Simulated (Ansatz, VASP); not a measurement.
Cu: VASP beside Ansatz

INCAR

```
SYSTEM = Cu
ALGO = Normal
EDIFF = 1E-7
ENCUT = 520
GGA = RE
ISIF = 2
ISMEAR = -1
LASPH = .True.
LCHARG = .False.
LREAL = .False.
LWAVE = .False.
NBANDS = 12
NELM = 100
PREC = Accurate
SIGMA = 0.1
```

The input KPOINTS:

```
k-points
0
Gamma
  24 24 24
  0 0 0
```

Contents of POSCAR:

```
Cu
1.0
    0.0000000000      1.9005696671      1.9005696671
    1.9005696671      0.0000000000      1.9005696671
    1.9005696671      1.9005696671      0.0000000000
Cu
1
Direct
    0.0000000000      0.0000000000      0.0000000000
```

Input for Ansatz:

```yaml
crystal:
  lattice:
    - [0.0, 1.9005696673, 1.9005696673]
    - [1.9005696673, 0.0, 1.9005696673]
    - [1.9005696673, 1.9005696673, 0.0]
  atoms:
    - { symbol: Cu, position: [0.0, 0.0, 0.0] }
hamiltonian:
  xc: revpbe
  pseudopotentials:
    kind: paw
    azcp:
      Cu: "pseudopotentials/Cu.paw.azcp"
basis:
  ecutwfc: 420
  fft_grid_basis: typed
kpoints:
  mp_grid: { grid: [24, 24, 24], shift: [0, 0, 0] }
magnetization:
  spin_polarized: false
scf:
  occupations: { method: fermi_dirac, width: 0.1 }
output:
  stress: true
```

Alike in both runs: task single point; functional revPBE; k mesh 24 × 24 × 24; occupations fermi-dirac, width 0.1 eV; no spin polarisation.

|  | VASP | Ansatz |
| --- | --- | --- |
| version | VASP 6.6.1 | Ansatz 0.2.0 |
| potentials or method | VASP PAW PBE potentials, release 64 (Cu), cutoff 520 eV | plane waves (420 eV) with PAW, scalar-relativistic |
| valence electrons in the cell | 11 | 19 |

Ansatz gave:

```
pressure (GPa) : -10.9
```

Task: What did VASP give for the same quantities?

Result: Pressure (GPa): -10.4.

VASP's potentials were made for PBE, not for revPBE. With one functional, cell and mesh, what is left measures potentials, basis and numerics. VASP's potentials hold 11 valence electrons a cell and Ansatz's 19, so a difference there can come from the potentials and not from the codes.
